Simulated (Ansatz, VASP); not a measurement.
## Ga: VASP beside Ansatz

```
CELL_PARAMETERS angstrom
2.71673 0.00000 0.00000
0.00000 2.71673 0.00000
0.00000 0.00000 2.71673
ATOMIC_POSITIONS crystal
Ga 0.00000 0.00000 0.00000
```

Alike in both runs: functional PBE; k mesh 20 × 20 × 20; occupations gaussian, width 0.1 eV; no spin polarisation.

Ansatz relaxed the structure, and its values are those at the end. VASP's run is a single point on that final structure, the one shown.

```csv
,VASP,Ansatz
version,VASP 6.6.1,Ansatz 0.2.0
potentials or method,"VASP PAW PBE potentials, release 64 (Ga_d), cutoff 520 eV","scalar-relativistic, plane waves, PAW"
valence electrons in the cell,13,13
```

```tsv
	VASP	Ansatz	Ansatz less VASP
gap on the k mesh at the Fermi level (eV)	none	none	-
pressure (GPa)	0.1	0.0	-0.12
```

A gap of «none» marks a metal or a gap that the smearing closes. The functional is the same, so the differences come from potentials, cutoffs and numerics.
